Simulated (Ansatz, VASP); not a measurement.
Given: the input of a run of VASP 6.6.1 on SiO.

Contents of POSCAR:

```
SiO
1.0
    0.0000000000      2.4336400000      2.4336400000
    2.4336400000      0.0000000000      2.4336400000
    2.4336400000      2.4336400000      0.0000000000
Si O
1 1
Direct
    0.7500000000      0.7500000000      0.7500000000
    0.0000000000      0.0000000000      0.0000000000
```

Contents of INCAR.step1:

```
SYSTEM = SiO
  PREC = Accurate
  ENCUT = 520
  EDIFF = 1E-5
  ISMEAR = -1
  SIGMA = 0.05
  LREAL = .FALSE.
  LASPH = .TRUE.
  NELM = 80
  ALGO = Normal
  ISIF = 2
  LWAVE = .TRUE.
  LCHARG = .FALSE.
  NBANDS = 12
  GGA = PE
```

Contents of INCAR.step2:

```
SYSTEM = SiO
  PREC = Accurate
  ENCUT = 520
  EDIFF = 1E-6
  ISMEAR = -1
  SIGMA = 0.05
  LREAL = .FALSE.
  LASPH = .TRUE.
  NELM = 80
  ALGO = Normal
  ISIF = 2
  LWAVE = .FALSE.
  LCHARG = .FALSE.
  GGA = PE
  LHFCALC = .TRUE.
  AEXX = 0.15
  HFSCREEN = 0.2078699
  PRECFOCK = Normal
  NBANDS = 12
  ISTART = 1
```

KPOINTS

```
Automatic mesh
0
G
  5 5 5
  0 0 0
```

Potentials or basis: VASP PAW PBE potentials, release 64 (Si, O).

Run with:

```console
$ cat potpaw_PBE.64/Si/POTCAR potpaw_PBE.64/O/POTCAR > POTCAR
$ cp INCAR.step1 INCAR
$ mpirun -np 1 vasp_std > vasp.out
$ cp INCAR.step2 INCAR
$ mpirun -np 1 vasp_std > vasp.out
```

Task: Translate it to Ansatz 0.2.0. Potentials there: Ansatz PAW.

Result: As run (the cutoff follows the program's own potentials):

Contents of input.yaml:

```yaml
crystal:
  lattice:
    - [0.0, 2.43364, 2.43364]
    - [2.43364, 0.0, 2.43364]
    - [2.43364, 2.43364, 0.0]
  atoms:
    - { symbol: Si, position: [0.75, 0.75, 0.75] }
    - { symbol: O, position: [0.0, 0.0, 0.0] }
hamiltonian:
  xc:
    exchange: pbe
    correlation: pbe
    exx: { coeff: 0.15, omega: 0.2078699 }
  pseudopotentials: { kind: paw }
kpoints:
  mp_grid: { grid: [5, 5, 5] }
scf:
  occupations: { method: fermi_dirac, width: 0.05 }
output:
  forces: true
  stress: true
  eigenvalues: true
```

Potentials or basis: Ansatz PAW.

Command:

```bash
$ ansatz run input.yaml --threads 2 --pin off --max-ram 5632MiB --backend cpu --events-out ev --progress --plain --runs-dir out
```

Both were run:

|  | VASP | Ansatz | Ansatz less VASP |
| --- | --- | --- | --- |
| pressure (GPa) | -0.6 | -0.6 | -0.05 |

VASP's potentials were made for PBE, not for PBE-based screened hybrid.

The k mesh is coarse, so the values compare programs but aren't converged.
